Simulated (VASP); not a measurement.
# CaO (Fm-3m) in VASP: further runs

CaO is run at these levels: PBEsol; tasks: relaxation of cell and atoms.

Program: VASP 6.6.1. These are calculated values, not measurements. Logs are shortened: lines on timing, memory, paths and dates and some standing lists are left out, and cuts for length are marked.

**1. The cell of the first run**

Symmetry: Fm-3m, No. 225, cubic system. Conventional cell: a = 4.767 Å, b = 4.767 Å, c = 4.767 Å, α = 90.00°, β = 90.00°, γ = 90.00°. Ca (site symmetry m-3m) has 6 O at 2.38 Å within 3.1 Å. O (site symmetry m-3m) has 6 Ca at 2.38 Å within 3.1 Å.

**2. Relaxation of cell and atoms, PBEsol, target pressure -2 GPa, at which the enthalpy is minimised**

The input, INCAR:

```
  ALGO = Normal
  EDIFF = 1E-6
  EDIFFG = -0.002
  ENCUT = 600
  GGA = PS
  IBRION = 2
  ISIF = 3
  ISMEAR = 0
  LASPH = True
  LCHARG = False
  LREAL = False
  LWAVE = False
  NELM = 100
  NSW = 100
  PREC = Accurate
  PSTRESS = -20.0
  SIGMA = 0.01
```

The input, KPOINTS:

```
k-points
0
Gamma
  8 8 8
```

The input, POSCAR:

```
CaO
1.0
    2.3835762605      2.3835762605      0.0000000000
   -2.3835762605      2.3835762605      0.0000000000
    0.0000000000      2.3835762605      2.3835762605
Ca O
1 1
Direct
    0.0000000000      0.0000000000      0.0000000000
    0.5000000000      0.5000000000      0.0000000000
```

Potentials or basis: VASP PAW PBE potentials, release 64 (Ca_sv, O).

Run with:

```bash
> cat potpaw_PBE.64/Ca_sv/POTCAR potpaw_PBE.64/O/POTCAR > POTCAR
> mpirun -np 1 vasp_std > vasp.out
```

OUTCAR:

```text
EDIFF = 1E-6
   EDIFFG = -0.002
   ENCUT = 600
   GGA = PS
   IBRION = 2
   ISIF = 3
   ISMEAR = 0
   LASPH = True
   LREAL = False
   NELM = 100
   NSW = 100
   PREC = Accurate
   PSTRESS = -20.0

 ion  position               nearest neighbor table
   1  0.000  0.000  0.000-   2 2.38   2 2.38   2 2.38   2 2.38   2 2.38   2 2.38
   2  0.500  0.500  0.000-   1 2.38   1 2.38   1 2.38   1 2.38   1 2.38   1 2.38

  LATTYP: Found a face centered cubic cell.
 ALAT       =     4.7671525210

  Lattice vectors:

 A1 = (   0.0000000000,   2.3835762605,   2.3835762605)
 A2 = (   2.3835762605,   0.0000000000,   2.3835762605)
 A3 = (   2.3835762605,   2.3835762605,   0.0000000000)

Analysis of symmetry for initial positions (statically):
=====================================================================
 Subroutine PRICEL returns:
 Original cell was already a primitive cell.

 Routine SETGRP: Setting up the symmetry group for a
 face centered cubic supercell.

 Subroutine GETGRP returns: Found 48 space group operations
 (whereof 48 operations were pure point group operations)
 out of a pool of 48 trial point group operations.

The static configuration has the point symmetry O_h .

Analysis of symmetry for dynamics (positions and initial velocities):
=====================================================================
 Subroutine PRICEL returns:
 Original cell was already a primitive cell.

 Routine SETGRP: Setting up the symmetry group for a
 face centered cubic supercell.

 Subroutine GETGRP returns: Found 48 space group operations
 (whereof 48 operations were pure point group operations)
 out of a pool of 48 trial point group operations.

The dynamic configuration has the point symmetry O_h .

 Subroutine INISYM returns: Found 48 space group operations
 (whereof 48 operations are pure point group operations),
 and found     1 'primitive' translations

----------------------------------------------------------------------------------------

                                     Primitive cell

  volume of cell :      27.0843

  direct lattice vectors                    reciprocal lattice vectors
     2.383576260  2.383576260  0.000000000     0.209768829  0.209768829 -0.209768829
    -2.383576260  2.383576260  0.000000000    -0.209768829  0.209768829 -0.209768829
     0.000000000  2.383576260  2.383576260     0.000000000  0.000000000  0.419537657

  length of vectors
     3.370885875  3.370885875  3.370885875     0.363330269  0.363330269  0.419537657

  position of ions in fractional coordinates (direct lattice)
     0.000000000  0.000000000  0.000000000
     0.500000000  0.500000000  0.000000000

  ion indices of the primitive-cell ions
   primitive index   ion index
                 1           1
                 2           2

----------------------------------------------------------------------------------------

 KPOINTS: k-points

Automatic generation of k-mesh.
 Grid dimensions read from file:
 generate k-points for:    8    8    8

 Generating k-lattice:

  Cartesian coordinates                     Fractional coordinates (reciprocal lattice)
     0.026221104  0.026221104 -0.026221104     0.125000000  0.000000000  0.000000000
    -0.026221104  0.026221104 -0.026221104     0.000000000  0.125000000  0.000000000
     0.000000000  0.000000000  0.052442207     0.000000000  0.000000000  0.125000000

  Length of vectors
     0.045416284  0.045416284  0.052442207

  Shift w.r.t. Gamma in fractional coordinates (k-lattice)
     0.000000000  0.000000000  0.000000000

 Subroutine IBZKPT returns following result:
 ===========================================

 Found     29 irreducible k-points:

 Following reciprocal coordinates:
            Coordinates               Weight
  0.000000  0.000000  0.000000      1.000000
  0.125000  0.000000  0.000000      8.000000
  0.250000  0.000000  0.000000      8.000000
  0.375000  0.000000  0.000000      8.000000
  0.500000  0.000000  0.000000      4.000000
  0.125000  0.125000  0.000000     12.000000
[... 16 lines left out ...]
  0.375000  0.250000  0.125000     48.000000
  0.500000  0.250000  0.125000     24.000000
 [... further k-points ...]
   k-points           NKPTS =     29   k-points in BZ     NKDIM =     29   number of bands    NBANDS=     12
   number of dos      NEDOS =    301   number of ions     NIONS =      2
   total plane-waves  NPLWV =  21952
   dimension x,y,z NGX =    28 NGY =   28 NGZ =   28
   dimension x,y,z NGXF=    56 NGYF=   56 NGZF=   56
   ions per type =               1   1
   NGX,Y,Z   is equivalent  to a cutoff of  13.81, 13.81, 13.81 a.u.
   NGXF,Y,Z  is equivalent  to a cutoff of  27.62, 27.62, 27.62 a.u.
 SYSTEM =  unknown system
   PREC   = accura    normal or accurate (medium, high low for compatibility)
   ISTART =      0    job   : 0-new  1-cont  2-samecut
   ICHARG =      2    charge: 1-file 2-atom 10-const
   ISPIN  =      1    spin polarized calculation?
   LNONCOLLINEAR =      F non collinear calculations
   LSORBIT =      F    spin-orbit coupling
   LASPH  =      T    aspherical Exc in radial PAW
   ENCUT  =  600.0 eV  44.10 Ry    6.64 a.u.   6.73  6.73  6.73*2*pi/ulx,y,z
   NELM   =    100;   NELMIN=  2; NELMDL= -5     # of ELM steps
   EDIFF  = 0.1E-05   stopping-criterion for ELM
   LREAL  =      F    real-space projection
   EDIFFG = -.2E-02   stopping-criterion for IOM
   NSW    =    100    number of steps for IOM
   IBRION =      2    ionic relax: 0-MD 1-quasi-New 2-CG
   NFREE  =      1    steps in history (QN), initial steepest desc. (CG)
   ISIF   =      3    stress and relaxation
   ISYM   =      2    0-nonsym 1-usesym 2-fastsym
   POTIM  = 0.5000    time-step for ionic-motion
   TEBEG  =    0.0;   TEEND  =   0.0 temperature during run
   PSTRESS=  -20.0 pullay stress
   NELECT =      16.0000    total number of electrons
   NUPDOWN=      -1.0000    fix difference up-down
   EMIN   =  10.00;   EMAX   =-10.00  energy-range for DOS
   EFERMI =   0.00;   METHOD = LEGACY
   ISMEAR =     0;   SIGMA  =   0.01  broadening in eV -4-tet -1-fermi 0-gaus
   EFERMI_NEDOS =   21; number of points for ismear=-14 and -15
   IALGO  =     38    algorithm
   IMIX   =      4    mixing-type and parameters
     AMIX     =   0.40;   BMIX     =  1.00
     AMIX_MAG =   1.60;   BMIX_MAG =  1.00
  volume/ion in A,a.u.               =      13.54        91.39
  Fermi-wavevector in a.u.,A,eV,Ry     =   1.373649  2.595820 25.672991  1.886912
  Thomas-Fermi vector in A             =   2.499147
   LORBIT       =      0    0 simple, 1 ext, 2 COOP (PROOUT), +10 PAW based schemes
   GGA     = PS    functional components
   LHFCALC =     F    Hartree Fock is set to
   AEXX    =    0.0000 exact exchange contribution
   IVDW    =     0    specifies the selected vdW correction
   LEPSILON=     F    determine dielectric tensor
   LRPA    =     F    only Hartree local field effects (RPA)
 conjugate gradient relaxation of ions
 non-spin polarized calculation
 Gauss-broadening in eV      SIGMA  =   0.01
  energy-cutoff  :      600.00
  volume of cell :       27.08
 maximum number of plane-waves:       934
   NGX = 13   NGY = 13   NGZ = 13

--------------------------------------- Ionic step        1  -------------------------------------------

 number of electron      15.9999997 magnetization

 Free energy of the ion-electron system (eV)
  ---------------------------------------------------
  ext. energy  EPLUGINS =         0.00000000
  ---------------------------------------------------
  free energy    TOTEN  =       -13.41322771 eV

  energy without entropy =      -13.41322771  energy(sigma->0) =      -13.41322771

------------------------ aborting loop because EDIFF is reached ----------------------------------------

  FORCE on cell =-STRESS in cart. coord.  units (eV):
  Direction    XX          YY          ZZ          XY          YZ          ZX
  --------------------------------------------------------------------------------------
  -------------------------------------------------------------------------------------
  Total        0.0969713      0.0969713      0.0969713      0.0000000      0.0000000     -0.0000000
  in kB        5.7363622      5.7363622      5.7363622      0.0000000      0.0000000     -0.0000000
  external PRESSURE =      25.7363622 kB  Pullay stress =     -20.0000000 kB
[... 61 lines left out ...]
  enthalpy is  TOTEN    =       -13.7556174876 eV   P V=       -0.3488495864

--------------------------------------- Ionic step        3  -------------------------------------------

 number of electron      15.9999997 magnetization

 Free energy of the ion-electron system (eV)
  ---------------------------------------------------
  ext. energy  EPLUGINS =         0.00000000
  ---------------------------------------------------
  free energy    TOTEN  =       -13.41031992 eV

  energy without entropy =      -13.41031992  energy(sigma->0) =      -13.41031992

 E-fermi :   2.3204     XC(G=0): -10.7442

 val. band max:        2.2025565858   @ k =   0.0000   0.0000   0.0000
 cond. band min:       5.7373319906   @ k =   0.5000   0.5000   0.0000
 fundamental gap:      3.5347754048
 Fermi energy:         2.3204127992

 k-point     1 :       0.0000    0.0000    0.0000
  band No.  band energies     occupation
      1     -35.1754      2.00000
      2     -16.0155      2.00000
      3     -16.0155      2.00000
      4     -16.0155      2.00000
      5     -13.2453      2.00000
      6       2.2026      2.00000
      7       2.2026      2.00000
      8       2.2026      2.00000
      9       6.7804      0.00000
     10       8.4010      0.00000
     11       8.4010      0.00000
     12       8.4010      0.00000
[... 331 lines left out ...]
 k-point    24 :       0.5000    0.2500    0.1250
  band No.  band energies     occupation
      1     -35.0511      2.00000
      2     -16.9436      2.00000
      3     -16.2645      2.00000
      4     -16.1460      2.00000
      5     -12.2896      2.00000
      6       0.1069      2.00000
      7       1.0548      2.00000
      8       1.1297      2.00000
      9       8.9154      0.00000
     10       8.9773      0.00000
     11      11.0008      0.00000
     12      11.1610      0.00000

 [... further k-points ...]
[... 5 lines left out ...]
  --------------------------------------------------------------------------------------
  -------------------------------------------------------------------------------------
  Total       -0.3453212     -0.3453212     -0.3453212      0.0000000      0.0000000     -0.0000000
  in kB      -19.9645513    -19.9645513    -19.9645513      0.0000000      0.0000000     -0.0000000
  external PRESSURE =       0.0354487 kB  Pullay stress =     -20.0000000 kB
[... 17 lines left out ...]
  FREE ENERGIE OF THE ION-ELECTRON SYSTEM (eV)
  ---------------------------------------------------
  free  energy   TOTEN  =       -13.4103199205 eV

  energy  without entropy=      -13.4103199205  energy(sigma->0) =      -13.41031992

  enthalpy is  TOTEN    =       -13.7562542319 eV   P V=       -0.3459343115

 reached required accuracy - stopping structural energy minimisation
```

It took 14 s on 1 thread of Intel Xeon 6975P-C (Granite Rapids), shared host; peak memory 0.17 GiB.

What came out:

* Free energy: -13.4103 eV
* Relaxed volume: 13.86 Å³/atom
* Relaxed cell: a = 3.397 Å, b = 3.397 Å, c = 3.397 Å, α = 60.00°, β = 60.00°, γ = 90.00°
* Space group after relaxing (to 0.05 Å): Fm-3m (No. 225)
* Energy change on relaxing (the enthalpy is what falls): +1.5 meV/atom
* Ionic steps: 3
* Pressure after relaxing: -2.0 GPa
* Band gap on the k mesh: 3.53 eV, indirect (least direct gap 3.91 eV)

The path:
```
step  energy change (eV)  largest force (eV/Å)  pressure (GPa)  volume (Å³)
   1              0.0000                0.0000            0.57        27.08
   2              0.0065                0.0000           -2.87        27.95
   3              0.0029                0.0000           -2.00        27.71
```

Final structure:
```
Ca O
1.0
     2.40186    2.40186    0.00000
    -2.40186    2.40186    0.00000
     0.00000    2.40186    2.40186
Ca O
1 1
Direct
  0.00000 0.00000 0.00000
  0.50000 0.50000 0.00000
```

Levels at points of the mesh, in eV from the valence-band top:
| k point | band 5 | band 6 | band 7 | band 8 | band 9 | band 10 | band 11 | band 12 |
| --- | --- | --- | --- | --- | --- | --- | --- | --- |
| (0.00, 0.00, 0.00) | -15.45 | 0.00 | 0.00 | 0.00 | 4.58 | 6.20 | 6.20 | 6.20 |
| (0.50, 0.00, 0.00) | -14.20 | -2.70 | -1.22 | -1.22 | 7.03 | 8.35 | 8.39 | 8.39 |
| (0.50, 0.50, 0.00) | -15.20 | -1.32 | -0.38 | -0.38 | 3.53 | 8.06 | 8.94 | 9.61 |

Caveat: the cell is relaxed towards a set pressure, so the enthalpy falls and the energy may rise; the PAW data sets were made with another functional, which shifts forces and pressure a little. A k mesh can miss the band edges.

**3. Relaxation of cell and atoms, PBEsol, target pressure 2 GPa, at which the enthalpy is minimised**

The input, INCAR:

```
  ALGO = Normal
  EDIFF = 1E-7
  EDIFFG = -0.002
  ENCUT = 600
  GGA = PS
  IBRION = 2
  ISIF = 3
  ISMEAR = 0
  LASPH = T
  LCHARG = F
  LREAL = F
  LWAVE = F
  NELM = 80
  NSW = 100
  PREC = Accurate
  PSTRESS = 20.0
  SIGMA = 0.01
```

KPOINTS is that of step 2.

POSCAR is that of step 2.

Potentials or basis: VASP PAW PBE potentials, release 64 (Ca_sv, O).

Run with:

```bash
> cat potpaw_PBE.64/Ca_sv/POTCAR potpaw_PBE.64/O/POTCAR > POTCAR
> mpirun -np 1 vasp_std > vasp.out
```

OUTCAR:

```text
EDIFF = 1E-7
   EDIFFG = -0.002
   ENCUT = 600
   GGA = PS
   IBRION = 2
   ISIF = 3
   ISMEAR = 0
   LASPH = T
   LREAL = F
   NELM = 80
   NSW = 100
   PREC = Accurate
   PSTRESS = 20.0

 ion  position               nearest neighbor table
   1  0.000  0.000  0.000-   2 2.38   2 2.38   2 2.38   2 2.38   2 2.38   2 2.38
   2  0.500  0.500  0.000-   1 2.38   1 2.38   1 2.38   1 2.38   1 2.38   1 2.38

  LATTYP: Found a face centered cubic cell.
 ALAT       =     4.7671525210

  Lattice vectors:

 A1 = (   0.0000000000,   2.3835762605,   2.3835762605)
 A2 = (   2.3835762605,   0.0000000000,   2.3835762605)
 A3 = (   2.3835762605,   2.3835762605,   0.0000000000)

Analysis of symmetry for initial positions (statically):
=====================================================================
[... 260 lines left out ...]

 val. band max:        2.4038043379   @ k =   0.0000   0.0000   0.0000
 cond. band min:       5.9196549791   @ k =   0.5000   0.5000   0.0000
 fundamental gap:      3.5158506412
 Fermi energy:         2.5648247068

 k-point     1 :       0.0000    0.0000    0.0000
  band No.  band energies     occupation
      1     -34.8365      2.00000
      2     -15.6488      2.00000
      3     -15.6488      2.00000
      4     -15.6488      2.00000
      5     -13.1120      2.00000
      6       2.4038      2.00000
      7       2.4038      2.00000
      8       2.4038      2.00000
      9       7.2669      0.00000
     10       8.6815      0.00000
     11       8.6815      0.00000
     12       8.6815      0.00000
[... 331 lines left out ...]
 k-point    24 :       0.5000    0.2500    0.1250
  band No.  band energies     occupation
      1     -34.6913      2.00000
      2     -16.7153      2.00000
      3     -15.9287      2.00000
      4     -15.7951      2.00000
      5     -12.0418      2.00000
      6       0.2525      2.00000
      7       1.2221      2.00000
      8       1.2802      2.00000
      9       9.2504      0.00000
     10       9.3147      0.00000
     11      11.4042      0.00000
     12      11.6292      0.00000

 [... further k-points ...]
[... 5 lines left out ...]
  --------------------------------------------------------------------------------------
  -------------------------------------------------------------------------------------
  Total        0.3343838      0.3343838      0.3343838      0.0000000      0.0000000     -0.0000000
  in kB       20.0167169     20.0167169     20.0167169      0.0000000      0.0000000     -0.0000000
  external PRESSURE =       0.0167169 kB  Pullay stress =      20.0000000 kB
[... 21 lines left out ...]
  energy  without entropy=      -13.4106833190  energy(sigma->0) =      -13.41068332

  enthalpy is  TOTEN    =       -13.0765787499 eV   P V=        0.3341045690

 reached required accuracy - stopping structural energy minimisation
```

OSZICAR:

```text
N       E                     dE             d eps       ncg     rms          rms(c)
DAV:   1     0.142746692843E+03    0.14275E+03   -0.94627E+03   696   0.153E+03
DAV:   2    -0.704358152337E+01   -0.14979E+03   -0.14141E+03   804   0.357E+02
DAV:   3    -0.146551491233E+02   -0.76116E+01   -0.75437E+01   880   0.834E+01
[... 27 lines left out ...]
DAV:   4    -0.134106600159E+02    0.60124E-04   -0.53315E-04  1092   0.215E-01    0.205E-02
DAV:   5    -0.134106620228E+02   -0.20069E-05   -0.50385E-06   868   0.265E-02    0.195E-02
DAV:   6    -0.134106830596E+02   -0.21037E-04   -0.25840E-05  1112   0.312E-02    0.876E-03
DAV:   7    -0.134106833521E+02   -0.29248E-06   -0.50526E-06  1132   0.195E-02    0.146E-03
DAV:   8    -0.134106833190E+02    0.33116E-07   -0.13472E-07   672   0.308E-03
   3 F= -.13076579E+02 E0= -.13076579E+02  d E =-.144437E-02
```

CONTCAR:

```text
CaO
   1.00000000000000
     2.3741655666071209    2.3741655666071209    0.0000000000000000
    -2.3741655666071209    2.3741655666071209   -0.0000000000000000
     0.0000000000000000    2.3741655666071209    2.3741655666071209
  Ca              O
     1     1
Direct
     0.0000000000000000    0.0000000000000000    0.0000000000000000
     0.5000000000000000    0.5000000000000000    1.0000000000000000

  0.00000000E+00  0.00000000E+00  0.00000000E+00
  0.00000000E+00  0.00000000E+00  0.00000000E+00
```

Run time: 15 s. Hardware: 1 thread of Intel Xeon 6975P-C (Granite Rapids), shared host; peak memory 0.17 GiB.

Results:

```yaml
Free_energy: -13.4107 eV
Relaxed_volume: 13.38 Å³/atom
Relaxed_cell: a = 3.358 Å, b = 3.358 Å, c = 3.358 Å, α = 60.00°, β = 60.00°, γ = 90.00°
Space_group_after_relaxing_to_0.05_Å: Fm-3m (No. 225)
Energy_change_on_relaxing_the_enthalpy_is_what_falls: +1.3 meV/atom
Ionic_steps: 3
Pressure_after_relaxing: 2.0 GPa
Band_gap_on_the_k_mesh: 3.52 eV, indirect (least direct gap 3.89 eV)
```

Step by step:
```tsv
step	energy change (eV)	largest force (eV/Å)	pressure (GPa)	volume (Å³)
1	0.0000	0.0000	0.57	27.08
2	0.0048	0.0000	2.72	26.61
3	0.0025	0.0000	2.00	26.76
```

Final structure:
```
CELL_PARAMETERS angstrom
2.37417 2.37417 0.00000
-2.37417 2.37417 0.00000
0.00000 2.37417 2.37417
ATOMIC_POSITIONS crystal
Ca 0.00000 0.00000 0.00000
O 0.50000 0.50000 0.00000
```

Levels at points of the mesh, in eV from the valence-band top:
```tsv
k point	band 6	band 7	band 8	band 9	band 10	band 11
(0.00, 0.00, 0.00)	0.00	0.00	0.00	4.86	6.28	6.28
(0.50, 0.00, 0.00)	-2.78	-1.29	-1.29	7.19	8.57	8.57
(0.50, 0.50, 0.00)	-1.30	-0.37	-0.37	3.52	8.32	9.13
```

Caveat: the cell is relaxed towards a set pressure, so the enthalpy falls and the energy may rise; the PAW data sets were made with another functional, which shifts forces and pressure a little. A k mesh can miss the band edges.
